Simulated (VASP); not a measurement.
# LiH (P6_3/mmc) in VASP: further runs

LiH is run at these levels: r2SCAN, PBEsol; tasks: single point, relaxation of cell and atoms.

Everything below comes from runs of VASP 6.6.1. Logs are shortened: lines on timing, memory, paths and dates and some standing lists are left out, and cuts for length are marked.

### Step 1. The cell of the first run

The structure is hexagonal, space group P6_3/mmc (No. 194). The conventional cell has a = 2.782 Å, b = 2.782 Å, c = 4.873 Å, α = 90.00°, β = 90.00°, γ = 120.00°. Li (site symmetry -3m) has 6 H at 2.02 Å and 8 Li at 2.44 to 2.78 Å within 2.8 Å. Within 2.8 Å of H (site symmetry -6m2) lie 6 Li at 2.02 Å and 6 H at 2.78 Å.

### Step 2. Single point, r2SCAN

POSCAR reads:

```
LiH
1.0
    2.7815484418      0.0000000000      0.0000000000
   -1.3907742209      2.4088916124      0.0000000000
    0.0000000000      0.0000000000      4.8729606993
Li H
2 2
Direct
    0.0000000000      0.0000000000      0.0000000000
    0.0000000000      0.0000000000      0.5000000000
    0.3333333333      0.6666666667      0.2500000000
    0.6666666667      0.3333333333      0.7500000000
```

INCAR.step1 reads:

```
SYSTEM = LiH
PREC = Accurate
ENCUT = 520
ISMEAR = 0
SIGMA = 0.01
LREAL = .FALSE.
LASPH = .TRUE.
NELM = 80
NBANDS = 12
GGA = PE
ALGO = Normal
EDIFF = 1E-4
LWAVE = .TRUE.
LCHARG = .FALSE.
```

INCAR.step2 reads:

```
SYSTEM = LiH
PREC = Accurate
ENCUT = 520
EDIFF = 1E-7
ISMEAR = 0
SIGMA = 0.01
LREAL = .FALSE.
LASPH = .TRUE.
NELM = 80
ALGO = Normal
ISIF = 2
LWAVE = .FALSE.
LCHARG = .TRUE.
METAGGA = R2SCAN
LMIXTAU = .TRUE.
LELF = .TRUE.
LVHAR = .TRUE.
NBANDS = 12
ISTART = 1
```

KPOINTS reads:

```
regular mesh
0
G
  12 12 6
  0 0 0
```

Potentials or basis: VASP PAW PBE potentials, release 64 (Li_sv, H).

Started as:

```bash
$ cat potpaw_PBE.64/Li_sv/POTCAR potpaw_PBE.64/H/POTCAR > POTCAR
$ cp INCAR.step1 INCAR
$ mpirun -np 1 vasp_std > vasp.out
$ cp INCAR.step2 INCAR
$ mpirun -np 1 vasp_std > vasp.out
```

OUTCAR:

```text
SYSTEM = LiH
   PREC = Accurate
   ENCUT = 520
   EDIFF = 1E-7
   ISMEAR = 0
   LREAL = .FALSE.
   LASPH = .TRUE.
   NELM = 80
   ISIF = 2
   METAGGA = R2SCAN
   ISTART = 1

 ion  position               nearest neighbor table
   1  0.000  0.000  0.000-   2 2.44   2 2.44
   2  0.000  0.000  0.500-   1 2.44   1 2.44
   3  0.333  0.667  0.250-
   4  0.667  0.333  0.750-

  LATTYP: Found a hexagonal cell.
 ALAT       =     2.7815484418
 C/A-ratio  =     1.7518877709

  Lattice vectors:

 A1 = (   2.7815484418,   0.0000000000,   0.0000000000)
 A2 = (  -1.3907742209,   2.4088916124,   0.0000000000)
 A3 = (   0.0000000000,   0.0000000000,   4.8729606993)

Analysis of symmetry for initial positions (statically):
=====================================================================
 Subroutine PRICEL returns:
 Original cell was already a primitive cell.

 Routine SETGRP: Setting up the symmetry group for a
 hexagonal supercell.

 Subroutine GETGRP returns: Found 24 space group operations
 (whereof 12 operations were pure point group operations)
 out of a pool of 24 trial point group operations.

The static configuration has the point symmetry D_3d.
 The point group associated with its full space group is D_6h.

Analysis of symmetry for dynamics (positions and initial velocities):
=====================================================================
 Subroutine PRICEL returns:
 Original cell was already a primitive cell.

 Routine SETGRP: Setting up the symmetry group for a
 hexagonal supercell.

 Subroutine GETGRP returns: Found 24 space group operations
 (whereof 12 operations were pure point group operations)
 out of a pool of 24 trial point group operations.

The dynamic configuration has the point symmetry D_3d.
 The point group associated with its full space group is D_6h.

 Subroutine INISYM returns: Found 24 space group operations
 (whereof 12 operations are pure point group operations),
 and found     1 'primitive' translations

----------------------------------------------------------------------------------------

                                     Primitive cell

  volume of cell :      32.6510

[... 99 lines left out ...]
   ISYM   =      2    0-nonsym 1-usesym 2-fastsym
   POTIM  = 0.5000    time-step for ionic-motion
   TEBEG  =    0.0;   TEEND  =   0.0 temperature during run
   PSTRESS=    0.0 pullay stress
   NELECT =       8.0000    total number of electrons
   NUPDOWN=      -1.0000    fix difference up-down
   EMIN   =  10.00;   EMAX   =-10.00  energy-range for DOS
   EFERMI =   0.00;   METHOD = LEGACY
   ISMEAR =     0;   SIGMA  =   0.01  broadening in eV -4-tet -1-fermi 0-gaus
   EFERMI_NEDOS =   21; number of points for ismear=-14 and -15
   IALGO  =     38    algorithm
   IMIX   =      4    mixing-type and parameters
     AMIX     =   0.40;   BMIX     =  1.00
     AMIX_MAG =   1.60;   BMIX_MAG =  1.00
  volume/ion in A,a.u.               =       8.16        55.08
  Fermi-wavevector in a.u.,A,eV,Ry     =   1.024407  1.935849 14.278087  1.049410
  Thomas-Fermi vector in A             =   2.158192
   LORBIT       =      0    0 simple, 1 ext, 2 COOP (PROOUT), +10 PAW based schemes
   METAGGA = R2SCAN    functional components
   LHFCALC =     F    Hartree Fock is set to
   AEXX    =    0.0000 exact exchange contribution
   IVDW    =     0    specifies the selected vdW correction
   LEPSILON=     F    determine dielectric tensor
   LRPA    =     F    only Hartree local field effects (RPA)
 non-spin polarized calculation
 Gauss-broadening in eV      SIGMA  =   0.01
  energy-cutoff  :      520.00
  volume of cell :       32.65
 maximum number of plane-waves:       895
 NGX is ok and might be reduce to    24
   NGX = 11   NGY = 11   NGZ = 19

 number of electron       8.0000007 magnetization

 Free energy of the ion-electron system (eV)
  ---------------------------------------------------
  ext. energy  EPLUGINS =         0.00000000
  ---------------------------------------------------
  free energy    TOTEN  =       -13.42005692 eV

  energy without entropy =      -13.42005692  energy(sigma->0) =      -13.42005692

 E-fermi :  -0.1015     XC(G=0):  -8.7688

 val. band max:       -0.3227897482   @ k =   0.5000  -0.0000   0.0000
 cond. band min:       4.6877489151   @ k =   0.5000  -0.0000   0.5000
 fundamental gap:      5.0105386632
 Fermi energy:        -0.1015002493

 k-point     1 :       0.0000    0.0000    0.0000
  band No.  band energies     occupation
      1     -46.1716      2.00000
      2     -46.1067      2.00000
      3      -5.6177      2.00000
      4      -3.3563      2.00000
      5       4.9960      0.00000
      6      15.4700      0.00000
      7      16.9203      0.00000
      8      17.5327      0.00000
      9      17.5335      0.00000
     10      17.6061      0.00000
     11      20.2636      0.00000
     12      20.2638      0.00000
[... 331 lines left out ...]
 k-point    24 :       0.3333    0.0000    0.1667
  band No.  band energies     occupation
      1     -46.1394      2.00000
      2     -46.0873      2.00000
      3      -3.7301      2.00000
      4      -1.4831      2.00000
      5       6.0407      0.00000
      6       6.8705      0.00000
      7       9.4036      0.00000
      8      13.1110      0.00000
      9      14.1641      0.00000
     10      15.9640      0.00000
     11      17.2738      0.00000
     12      17.3037      0.00000

 [... further k-points ...]

------------------------ aborting loop because EDIFF is reached ----------------------------------------

  FORCE on cell =-STRESS in cart. coord.  units (eV):
  Direction    XX          YY          ZZ          XY          YZ          ZX
  --------------------------------------------------------------------------------------
  -------------------------------------------------------------------------------------
  Total       -0.1056506     -0.1056506     -0.0794047      0.0000000     -0.0000000      0.0000000
  in kB       -5.1842473     -5.1842473     -3.8963704      0.0000000     -0.0000000      0.0000000
  external PRESSURE =      -4.7549550 kB  Pullay stress =       0.0000000 kB

 VOLUME and BASIS-vectors are now :
 -----------------------------------------------------------------------------
  energy-cutoff  :      520.00
  volume of cell :       32.65
      direct lattice vectors                 reciprocal lattice vectors
     2.781548442  0.000000000  0.000000000     0.359511984  0.207564341  0.000000000
    -1.390774221  2.408891612  0.000000000     0.000000000  0.415128682  0.000000000
     0.000000000  0.000000000  4.872960699     0.000000000  0.000000000  0.205214050

 POSITION                                       TOTAL-FORCE (eV/Angst)
 -----------------------------------------------------------------------------------
      0.00000      0.00000      0.00000        -0.000000      0.000000      0.000000
      0.00000      0.00000      2.43648        -0.000000      0.000000      0.000000
     -0.00000      1.60593      1.21824        -0.000000      0.000000     -0.000000
      1.39077      0.80296      3.65472         0.000000     -0.000000      0.000000
 -----------------------------------------------------------------------------------
    total drift:                               -0.000000      0.000000      0.000000

  FREE ENERGIE OF THE ION-ELECTRON SYSTEM (eV)
  ---------------------------------------------------
  free  energy   TOTEN  =       -13.4200569209 eV

  energy  without entropy=      -13.4200569209  energy(sigma->0) =      -13.42005692
```

OUTCAR.step1:

```text
SYSTEM = LiH
   PREC = Accurate
   ENCUT = 520
   ISMEAR = 0
   LREAL = .FALSE.
   LASPH = .TRUE.
   NELM = 80
[... 591 lines left out ...]
      0.00000      0.00000      2.43648        -0.000000      0.000000      0.000000
     -0.00000      1.60593      1.21824         0.000000      0.000000     -0.000000
      1.39077      0.80296      3.65472        -0.000000      0.000000      0.000000
 -----------------------------------------------------------------------------------
    total drift:                               -0.000000      0.000000      0.000000

  FREE ENERGIE OF THE ION-ELECTRON SYSTEM (eV)
  ---------------------------------------------------
  free  energy   TOTEN  =       -12.0425317304 eV

  energy  without entropy=      -12.0425317304  energy(sigma->0) =      -12.04253173
```

OSZICAR.step1:

```text
N       E                     dE             d eps       ncg     rms          rms(c)
DAV:   1     0.147239161212E+02    0.14724E+02   -0.31229E+03  1832   0.642E+02
DAV:   2    -0.100610557233E+02   -0.24785E+02   -0.24351E+02  2320   0.133E+02
DAV:   3    -0.125038314921E+02   -0.24428E+01   -0.24321E+01  3136   0.287E+01
DAV:   4    -0.125335288055E+02   -0.29697E-01   -0.29694E-01  2228   0.414E+00
DAV:   5    -0.125339173843E+02   -0.38858E-03   -0.38857E-03  2628   0.366E-01    0.407E+00
DAV:   6    -0.121615617712E+02    0.37236E+00   -0.22736E-01  2152   0.180E+00    0.205E+00
DAV:   7    -0.120374978626E+02    0.12406E+00   -0.32566E-01  2256   0.241E+00    0.316E-01
DAV:   8    -0.120427456158E+02   -0.52478E-02   -0.20517E-02  2328   0.947E-01    0.961E-02
DAV:   9    -0.120425239180E+02    0.22170E-03   -0.60242E-04  2456   0.117E-01    0.283E-02
DAV:  10    -0.120425317304E+02   -0.78124E-05   -0.56798E-05  1492   0.541E-02
   1 F= -.12042532E+02 E0= -.12042532E+02  d E =-.762998-104
```

It took 54 s on 1 thread of Intel Xeon 6975P-C (Granite Rapids), shared host; peak memory 0.17 GiB.

Results:

```yaml
Free_energy: -13.4201 eV
Band_gap_on_the_k_mesh: 5.01 eV (least direct gap 5.61 eV)
```

Levels at points of the mesh, in eV from the valence-band top:
| k point | band 1 | band 2 | band 3 | band 4 | band 5 | band 6 | band 7 | band 8 |
| --- | --- | --- | --- | --- | --- | --- | --- | --- |
| (0.00, 0.00, 0.00) | -45.85 | -45.78 | -5.29 | -3.03 | 5.32 | 15.79 | 17.24 | 17.86 |
| (0.50, 0.00, 0.00) | -45.81 | -45.75 | -2.44 | 0.00 | 5.61 | 6.58 | 6.78 | 12.53 |
| (0.00, 0.00, 0.50) | -45.82 | -45.82 | -4.38 | -4.38 | 9.37 | 9.37 | 17.06 | 17.06 |
| (0.50, 0.00, 0.50) | -45.78 | -45.78 | -1.35 | -1.35 | 5.01 | 5.01 | 12.37 | 12.37 |

Caveat: the cutoff is under 1.25 times the usual one of these potentials, so pressure, stress and relaxed cells hold a basis-set (Pulay) error; the PAW data sets were made with another functional, which shifts forces and pressure a little.

### Step 3. Relaxation of cell and atoms, PBEsol

This run uses another cell than the first one, of 8.18 Å³/atom.

INCAR reads:

```
SYSTEM = LiH
PREC = Accurate ; ENCUT = 600
EDIFF = 1E-6 ; ISMEAR = -1
SIGMA = 0.02 ; LREAL = .FALSE.
LASPH = .TRUE. ; NELM = 100
ALGO = Normal ; ISIF = 3
LWAVE = .FALSE. ; LCHARG = .FALSE.
GGA = PS ; IBRION = 2
NSW = 80 ; EDIFFG = -0.005
```

KPOINTS is that of step 2.

POSCAR reads:

```
LiH
1.0
    2.7816472974      0.0000000000      0.0000000000
   -1.3908236487      2.4089772239      0.0000000000
    0.0000000000      0.0000000000      4.8847712216
Li H
2 2
Direct
    0.0000000000      0.0000000000      0.0000000000
    0.0000000000      0.0000000000      0.5000000000
    0.3333333333      0.6666666667      0.2500000000
    0.6666666667      0.3333333333      0.7500000000
```

Potentials or basis: VASP PAW PBE potentials, release 64 (Li_sv, H).

Started as:

```bash
$ cat potpaw_PBE.64/Li_sv/POTCAR potpaw_PBE.64/H/POTCAR > POTCAR
$ mpirun -np 1 vasp_std > vasp.out
```

Wall time 16 s (1 thread of Intel Xeon 6975P-C (Granite Rapids), shared host); peak memory 0.16 GiB.

It converged, with:

- Free energy: -12.0283 eV
- Relaxed volume: 7.98 Å³/atom
- Relaxed cell: a = 2.756 Å, b = 2.756 Å, c = 4.856 Å, α = 90.00°, β = 90.00°, γ = 120.00°
- Space group after relaxing (to 0.1 Å): P6_3/mmc (No. 194)
- Energy gained by relaxing: 0.6 meV/atom
- Ionic steps: 3
- Pressure after relaxing: 0.0 GPa
- Band gap on the k mesh: 4.18 eV (least direct gap 4.78 eV)

The path:
```tsv
step	energy change (eV)	largest force (eV/Å)	pressure (GPa)	volume (Å³)
1	0.0000	0.0000	-0.84	32.73
2	-0.0010	0.0000	-0.64	32.53
3	-0.0022	0.0000	0.00	31.93
```

Final structure:
```xyz
4
Lattice="2.7557 0.0000 0.0000 -1.3778 2.3865 0.0000 0.0000 0.0000 4.8558" Properties=species:S:1:pos:R:3 pbc="T T T"
Li   -1.3778    2.3865    0.0000
Li   -1.3778    2.3865    2.4279
H     0.0000    1.5910    1.2139
H     1.3778    0.7955    3.6418
```

Levels at points of the mesh, in eV from the valence-band top:
| k point | band 1 | band 2 | band 3 | band 4 | band 5 | band 6 | band 7 | band 8 |
| --- | --- | --- | --- | --- | --- | --- | --- | --- |
| (0.00, 0.00, 0.00) | -43.77 | -43.69 | -5.45 | -3.17 | 4.37 | 14.68 | 16.01 | 16.48 |
| (0.50, 0.00, 0.00) | -43.72 | -43.65 | -2.54 | 0.00 | 4.78 | 5.74 | 5.83 | 11.59 |
| (0.00, 0.00, 0.50) | -43.73 | -43.73 | -4.54 | -4.54 | 8.36 | 8.36 | 15.88 | 15.88 |
| (0.50, 0.00, 0.50) | -43.69 | -43.69 | -1.43 | -1.43 | 4.18 | 4.18 | 11.39 | 11.39 |

Caveat: the cutoff is under 1.25 times the usual one of these potentials, so pressure, stress and relaxed cells hold a basis-set (Pulay) error; the PAW data sets were made with another functional, which shifts forces and pressure a little. A k mesh can miss the band edges.
